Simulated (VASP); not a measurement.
A run of VASP 6.6.1 is set up as follows.

File INCAR:

```
PREC = Accurate
ENCUT = 520
EDIFF = 1E-6
ISMEAR = 0
SIGMA = 0.05
LREAL = F
LASPH = T
NELM = 60
ALGO = Normal
ISIF = 2
LWAVE = F
LCHARG = F
GGA = PS
NBANDS = 22
```

File KPOINTS:

```
Automatic mesh
0
Gamma
  4 4 2
```

Contents of POSCAR:

```
F
1.0
    3.1573117572     -1.8146152765     -0.2435191204
    3.1573117572      1.8146152765     -0.2435191204
   -2.3740572529      0.0000000000      7.2670371310
F
4
Direct
    0.0848459664      0.0848459664      0.0780195948
    0.9151540336      0.9151540336      0.9219804052
    0.5015719855      0.5015719855      0.5937195244
    0.4984280145      0.4984280145      0.4062804756
```

Potentials or basis: VASP PAW PBE potentials, release 64 (F).

The run is started by

```bash
$ cat potpaw_PBE.64/F/POTCAR > POTCAR
$ mpirun -np 1 vasp_std > vasp.out
```

Task: Estimate the band gap on the k mesh.

Result: 2.45 eV (least direct gap 2.50 eV).

Task: Estimate the largest force.

Result: 8.814 eV/Å.

Task: Estimate the pressure.

Result: 6.4 GPa.

Stress tensor (GPa, compression positive):
```
 6.16  0.00 10.60
 0.00 -0.54  0.00
10.60  0.00 13.46
```

Caveat: the k points lie up to 0.51 Å⁻¹ apart; the cell differs from its parent crystal (atoms shifted along a free coordinate); the PAW data sets were made with another functional, which shifts forces and pressure a little. A k mesh can miss the band edges.
